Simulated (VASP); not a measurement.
A run of VASP 6.6.1 is set up as follows.

Contents of INCAR:

```
SYSTEM = Ir12F
PREC = Accurate ; ENCUT = 520
EDIFF = 1E-6 ; ISMEAR = 0
SIGMA = 0.1 ; LREAL = .FALSE.
LASPH = .TRUE. ; NELM = 80
ALGO = Normal ; ISIF = 2
LWAVE = .FALSE. ; LCHARG = .FALSE.
GGA = PE ; NBANDS = 70
```

KPOINTS

```
regular mesh
0
G
  4 4 1
  0 0 0
```

Contents of POSCAR:

```
Ir12F
1.0
    5.4305800000      0.0000000000      0.0000000000
    2.7152900000      4.7030200000      0.0000000000
    0.0000000000      0.0000000000     16.4340500000
Ir F
12 1
Direct
    0.1666666312      0.1666667375      0.0608492733
    0.6666666312      0.1666667375      0.0608492733
    0.1666666312      0.6666667375      0.0608492733
    0.6666666312      0.6666667375      0.0608492733
   -0.1683602759      0.3341812282      0.1945165069
    0.3341910657      0.3342024912      0.1944523109
   -0.1666666806      0.8333326246      0.1935243595
    0.3341969877      0.8315960808      0.1944319872
   -0.0005131819     -0.0005789897      0.3257640083
    0.5009774847     -0.0004984032      0.3257816546
   -0.0005392881      0.5011260849      0.3257585927
    0.5000545205      0.4999613015      0.3314275544
    0.4995186618      0.5003365922      0.4509399691
```

Potentials or basis: VASP PAW PBE potentials, release 64 (Ir, F).

Launch:

```console
$ cat potpaw_PBE.64/Ir/POTCAR potpaw_PBE.64/F/POTCAR > POTCAR
$ mpirun -np 1 vasp_std > vasp.out
```

Q: Estimate the band gap on the k mesh.

A: Zero (an odd number of electrons rules out a gap without spin polarisation).

Q: Predict the largest force.

A: 0.240 eV/Å.

Forces on the atoms (eV/Å):
```
Ir   0.000  0.000 -0.240
Ir   0.001  0.209  0.031
Ir   0.180 -0.105  0.030
Ir  -0.180 -0.106  0.031
Ir   0.004 -0.003 -0.004
Ir  -0.006 -0.005  0.006
Ir  -0.001  0.001 -0.001
Ir   0.001  0.009  0.010
Ir   0.006  0.005  0.035
Ir  -0.002  0.002  0.029
Ir  -0.001 -0.009  0.037
Ir  -0.002  0.002 -0.145
F    0.001 -0.001  0.180
```

Caveat: there is no dipole correction, which matters where the two faces differ; spin-orbit coupling is left out, which moves the levels of the heavy elements.
